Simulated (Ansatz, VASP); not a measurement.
**Pt: VASP beside Ansatz**

The input INCAR:

```
  ALGO = Normal
  EDIFF = 1E-6
  ENCUT = 520
  GGA = PS
  ISIF = 2
  ISMEAR = -1
  LASPH = T
  LCHARG = F
  LREAL = F
  LWAVE = F
  NBANDS = 11
  NELM = 60
  PREC = Accurate
  SIGMA = 0.2
```

KPOINTS

```
k-points
0
Gamma
  8 8 8
```

The input POSCAR:

```
Pt
1.0
    2.7439500000      0.0000000000      0.0000000000
   -0.9146499714      2.5870208798      0.0000000000
   -0.9146499714     -1.2935103791      2.2404258371
Pt
1
Direct
    0.0000000000      0.0000000000      0.0000000000
```

Input for Ansatz:

```yaml
crystal:
  lattice:
    - [2.74395, 0.0, 0.0]
    - [-0.9146499713514556, 2.587020879777892, 0.0]
    - [-0.9146499713514556, -1.293510379116207, 2.240425837095579]
  atoms:
    - { symbol: Pt, position: [0.0, 0.0, 0.0] }
kpoints:
  mp_grid:
    grid: [8, 8, 8]
hamiltonian:
  xc: pbesol
  pseudopotentials:
    kind: paw
scf:
  convergence:
    dr2_threshold: 1.0e-06
  mixing:
    algorithm: msr1
    preconditioner: kerker
  occupations:
    method: fermi_dirac
    width: 0.2
output:
  forces: true
  stress: true
  eigenvalues: true
```

Alike in both runs: task single point; functional PBEsol; k mesh 8 × 8 × 8; occupations fermi-dirac, width 0.2 eV; no spin polarisation.

```csv
,VASP,Ansatz
version,VASP 6.6.1,Ansatz 0.2.0
potentials or method,"VASP PAW PBE potentials, release 64 (Pt)","plane waves, PAW"
plane-wave cutoff (eV),520,420
valence electrons in the cell,10,18
```

```csv
,VASP,Ansatz,Ansatz less VASP
gap on the k mesh at the Fermi level (eV),none,none,-
pressure (GPa),-9.1,-8.7,+0.35
```

VASP's potentials were made for PBE, not for PBEsol. A gap of «none» marks a metal or a gap that the smearing closes. With one functional, cell and mesh, what is left measures potentials, basis and numerics. VASP's potentials hold 10 valence electrons a cell and Ansatz's 18, so a difference there can come from the potentials and not from the codes. Ansatz's warnings: force scf threshold loose, stress scf threshold loose.

Neither program's run includes spin-orbit coupling.
